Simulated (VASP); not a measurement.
Set up this calculation in VASP 6.6.1, as the native input.

* Task: single point
* Functional: r2SCAN
* Potentials or basis: VASP PAW PBE potentials, release 64 (Ca_sv, O)
* Cutoff: 660 eV
* k mesh: 5 × 5 × 5
* Occupations: gaussian, width 0.01 eV
* Spin: no spin polarisation
* Dipole correction: no
* Further INCAR settings: ALGO = Normal; EDIFF = 1e-06; NBANDS = 15

Crystal: CaO.

```xyz
2
Lattice="0.0000 2.6067 2.6067 2.6067 0.0000 2.6067 2.6067 2.6067 0.0000" Properties=species:S:1:pos:R:3 pbc="T T T"
Ca    0.0000    0.0000    0.0000
O     1.3034    1.3034    1.3034
```

The input as run:

POSCAR

```
CaO
1.0
    0.0000000000      2.6067317416      2.6067317416
    2.6067317416      0.0000000000      2.6067317416
    2.6067317416      2.6067317416      0.0000000000
Ca O
1 1
Direct
    0.0000000000      0.0000000000      0.0000000000
    0.2500000000      0.2500000000      0.2500000000
```

INCAR.step1

```
SYSTEM = CaO
  ALGO = Normal
  EDIFF = 1E-5
  ENCUT = 660
  GGA = PE
  GGA_COMPAT = .False.
  ISMEAR = 0
  LASPH = .True.
  LCHARG = .False.
  LREAL = .False.
  LWAVE = .True.
  NBANDS = 15
  NELM = 120
  PREC = Accurate
  SIGMA = 0.01
```

INCAR.step2

```
SYSTEM = CaO
  ALGO = Normal
  EDIFF = 1E-6
  ENCUT = 660
  GGA_COMPAT = .False.
  ISIF = 2
  ISMEAR = 0
  ISTART = 1
  LASPH = .True.
  LCHARG = .False.
  LMIXTAU = .True.
  LREAL = .False.
  LWAVE = .False.
  METAGGA = R2SCAN
  NBANDS = 15
  NELM = 120
  PREC = Accurate
  SIGMA = 0.01
```

KPOINTS

```
k-points
0
Gamma
  5 5 5
  0 0 0
```

Potentials or basis: VASP PAW PBE potentials, release 64 (Ca_sv, O).

Run with:

```sh
$ cat potpaw_PBE.64/Ca_sv/POTCAR potpaw_PBE.64/O/POTCAR > POTCAR
$ cp INCAR.step1 INCAR
$ mpirun -np 1 vasp_std > vasp.out
$ cp INCAR.step2 INCAR
$ mpirun -np 1 vasp_std > vasp.out
```

Results of the run:

| Quantity | Value |
| --- | --- |
| Pressure | 0.7 GPa |
| Band gap on the k mesh | 3.80 eV (least direct gap 4.36 eV) |

Caveat: the structure was generated, so it needn't be the stable form of CaO; the PAW data sets were made with another functional, which shifts forces and pressure a little; an odd mesh through Γ misses points on the zone boundary, where band edges can lie.

It took 29 s on 1 thread of Intel(R) Xeon(R) Platinum 8488C (Sapphire Rapids), with other jobs on the host, peak memory 0.19 GiB.
